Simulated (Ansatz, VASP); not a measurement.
## One calculation of SnSe, two programs

Contents of INCAR:

```
  PREC = Accurate
  ENCUT = 520
  EDIFF = 1E-7
  ISMEAR = 0
  SIGMA = 0.05
  LREAL = False
  LASPH = True
  NELM = 80
  ALGO = Normal
  ISIF = 2
  LWAVE = False
  LCHARG = True
  LELF = True
  LVHAR = True
  NBANDS = 17
```

File KPOINTS:

```
regular mesh
0
Gamma
  8 8 8
```

The input POSCAR:

```
SnSe
1.0
    0.0000000000      3.0100000000      3.0702000000
    3.0100000000      0.0000000000      3.0702000000
    3.0100000000      3.0100000000      0.0000000000
Sn Se
1 1
Direct
    0.0000000000      0.0000000000      0.0000000000
    0.5000000000      0.5000000000      0.5000000000
```

Input for Ansatz:

```yaml
crystal:
  lattice:
    - [0.0, 3.01, 3.0702]
    - [3.01, 0.0, 3.0702]
    - [3.01, 3.01, 0.0]
  atoms:
    - { symbol: Sn, position: [0.0, 0.0, 0.0] }
    - { symbol: Se, position: [0.5, 0.5, 0.5] }
basis:
  ecutwfc: 420
kpoints:
  mp_grid: { grid: [8, 8, 8] }
hamiltonian:
  xc: lda
scf:
  occupations: { method: gaussian, width: 0.05 }
output:
  forces: true
  stress: true
  eigenvalues: true
```

Change from the starting cell: strain +0.0200 x Voigt [0, 0, 1, 0, 0, 0], atoms carried along.

Alike in both runs: task single point; functional LDA; k mesh 8 × 8 × 8; occupations gaussian, width 0.05 eV; no spin polarisation.

|  | VASP | Ansatz |
| --- | --- | --- |
| version | VASP 6.6.1 | Ansatz 0.2.0 |
| potentials or method | VASP PAW LDA potentials, release 64 (Sn_d, Se), cutoff 520 eV | scalar-relativistic, plane waves, PAW |
| valence electrons in the cell | 20 | 30 |

|  | VASP | Ansatz | Ansatz less VASP |
| --- | --- | --- | --- |
| gap on the k mesh at the Fermi level (eV) | 0.56 | 0.54 | -0.018 |
| least direct gap on the mesh (eV) | 0.56 | 0.54 | -0.018 |
| pressure (GPa) | -4.1 | -4.2 | -0.06 |
| traceless stress, the component that is largest in VASP (GPa) | -1.26 | -1.25 | +0.015 |

LDA's correlation is that of Perdew and Zunger in VASP and of Perdew and Wang (1992) in Ansatz. VASP's potentials hold 20 valence electrons a cell and Ansatz's 30, so a difference there can come from the potentials and not from the codes.
